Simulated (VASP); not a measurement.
Input of a VASP 6.6.1 run:

File INCAR:

```
  PREC = Accurate
  ENCUT = 600
  EDIFF = 1E-6
  ISMEAR = 0
  SIGMA = 0.1
  LREAL = F
  LASPH = T
  NELM = 60
  ALGO = Normal
  ISIF = 3
  LWAVE = F
  LCHARG = F
  GGA = PS
  IVDW = 12
  IBRION = 2
  NSW = 80
  EDIFFG = -0.01
```

Contents of KPOINTS:

```
regular mesh
0
Gamma
  7 7 7
```

File POSCAR:

```
LaTe
1.0
    0.0000000000      3.2180000000      3.2180000000
    3.2180000000      0.0000000000      3.2180000000
    3.2180000000      3.2180000000      0.0000000000
La Te
1 1
Direct
    0.0000000000      0.0000000000      0.0000000000
    0.5000000000      0.5000000000      0.5000000000
```

Potentials or basis: VASP PAW PBE potentials, release 64 (La, Te).

The run is started by

```bash
$ cat potpaw_PBE.64/La/POTCAR potpaw_PBE.64/Te/POTCAR > POTCAR
$ mpirun -np 1 vasp_std > vasp.out
```

Problem. What does it give for the space group after relaxing (to 0.1 Å)?

Solution. Fm-3m (No. 225).

Problem. What does it give for the relaxed cell?

Solution. a = 4.459 Å, b = 4.459 Å, c = 4.459 Å, α = 60.00°, β = 60.00°, γ = 60.00°.

Problem. Estimate the relaxed volume.

Solution. 31.34 Å³/atom.

Problem. Predict the dispersion energy per atom.

Solution. -0.520 eV.

Final structure:
```cif
data_structure
_symmetry_space_group_name_H-M 'P 1'
_symmetry_Int_Tables_number 1
_cell_length_a 4.4588
_cell_length_b 4.4588
_cell_length_c 4.4588
_cell_angle_alpha 60.000
_cell_angle_beta 60.000
_cell_angle_gamma 60.000
_cell_volume 62.68
loop_
_atom_site_label
_atom_site_type_symbol
_atom_site_fract_x
_atom_site_fract_y
_atom_site_fract_z
_atom_site_occupancy
La1 La 0.00000 0.00000 0.00000 1
Te1 Te 0.50000 0.50000 0.50000 1
```

Caveat: the PAW data sets were made with another functional, which shifts forces and pressure a little.
